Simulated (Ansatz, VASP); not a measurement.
**LiF: VASP beside Ansatz**

Contents of INCAR:

```
SYSTEM = LiF
  PREC = Accurate
  ENCUT = 520
  EDIFF = 1E-7
  ISMEAR = 0
  SIGMA = 0.05
  LREAL = .FALSE.
  LASPH = .TRUE.
  NELM = 60
  ALGO = Normal
  ISIF = 2
  LWAVE = .FALSE.
  LCHARG = .TRUE.
  GGA = PE
  LELF = .TRUE.
  LVHAR = .TRUE.
  NBANDS = 18
```

File KPOINTS:

```
regular mesh
0
G
  9 9 6
  0 0 0
```

Contents of POSCAR:

```
LiF
1.0
    3.2140071864      0.0000000000      0.0000000000
   -1.6070035932      2.7834118714      0.0000000000
    0.0000000000      0.0000000000      4.6368481678
Li F
2 2
Direct
    0.3333333333      0.6666666667      0.4218720114
    0.6666666667      0.3333333333      0.9218720114
    0.3333333333      0.6666666667      0.9939266766
    0.6666666667      0.3333333333      0.4939266766
```

Input for Ansatz:

```yaml
crystal:
  lattice:
    - [3.2140071864, 0.0, 0.0]
    - [-1.6070035932, 2.7834118714, 0.0]
    - [0.0, 0.0, 4.6368481678]
  atoms:
    - { symbol: Li, position: [0.3333333333, 0.6666666667, 0.4218720114] }
    - { symbol: Li, position: [0.6666666667, 0.3333333333, 0.9218720114] }
    - { symbol: F, position: [0.3333333333, 0.6666666667, 0.9939266766] }
    - { symbol: F, position: [0.6666666667, 0.3333333333, 0.4939266766] }
basis:
  ecutwfc: 520.0
kpoints:
  mp_grid: { grid: [9, 9, 6] }
hamiltonian:
  xc: pbe
scf:
  occupations: { method: gaussian, width: 0.05 }
output:
  forces: true
  stress: true
  eigenvalues: true
```

Alike in both runs: task single point; functional PBE; k mesh 9 × 9 × 6; occupations gaussian, width 0.05 eV; no spin polarisation.

|  | VASP | Ansatz |
| --- | --- | --- |
| version | VASP 6.6.1 | Ansatz 0.2.0 |
| potentials or method | VASP PAW PBE potentials, release 64 (Li_sv, F), cutoff 520 eV | scalar-relativistic, plane waves, PAW |
| valence electrons in the cell | 20 | 20 |

|  | VASP | Ansatz | Ansatz less VASP |
| --- | --- | --- | --- |
| gap on the k mesh at the Fermi level (eV) | 7.34 | 7.35 | +0.011 |
| least direct gap on the mesh (eV) | 7.34 | 7.35 | +0.011 |
| rms of the force components (eV/Å) | 0.070 | 0.069 | -0.0014 |

Atom by atom the forces differ by 0.001 eV/Å (rms over components).

Noted on VASP's run: the cutoff is short for stress, so the pressure is rough.
